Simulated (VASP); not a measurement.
A run of VASP 6.6.1:

The input INCAR:

```
  PREC = Accurate
  ENCUT = 520
  EDIFF = 1E-8
  ISMEAR = -1
  SIGMA = 0.03
  LREAL = F
  LASPH = T
  NELM = 100
  ALGO = Normal
  ISIF = 2
  LWAVE = F
  LCHARG = F
  GGA = PE
  LEFG = T
  NBANDS = 25
```

Contents of KPOINTS:

```
regular mesh
0
Gamma
  6 6 9
```

File POSCAR:

```
SiO2
1.0
    4.2077835882      0.0000000000      0.0000000000
    0.0000000000      4.2077835882      0.0000000000
    0.0000000000      0.0000000000      2.6854680646
Si O
2 4
Direct
    0.0000000000      0.0000000000      0.0000000000
    0.5000000000      0.5000000000      0.5000000000
    0.3067000000      0.3067000000      0.0000000000
    0.1933000000      0.8067000000      0.5000000000
    0.6933000000      0.6933000000      0.0000000000
    0.8067000000      0.1933000000      0.5000000000
```

Potentials or basis: VASP PAW PBE potentials, release 64 (Si, O).

Run with:

```sh
$ cat potpaw_PBE.64/Si/POTCAR potpaw_PBE.64/O/POTCAR > POTCAR
$ mpirun -np 1 vasp_std > vasp.out
```

Hardware: 1 thread of Intel(R) Xeon(R) Platinum 8559C (Emerald Rapids) (shared host).

How long does it take, and how much memory?

It took 22 s on 1 thread of Intel(R) Xeon(R) Platinum 8559C (Emerald Rapids) (shared host), peak memory 0.17 GiB. Counts: scf iterations 15, k points 50.
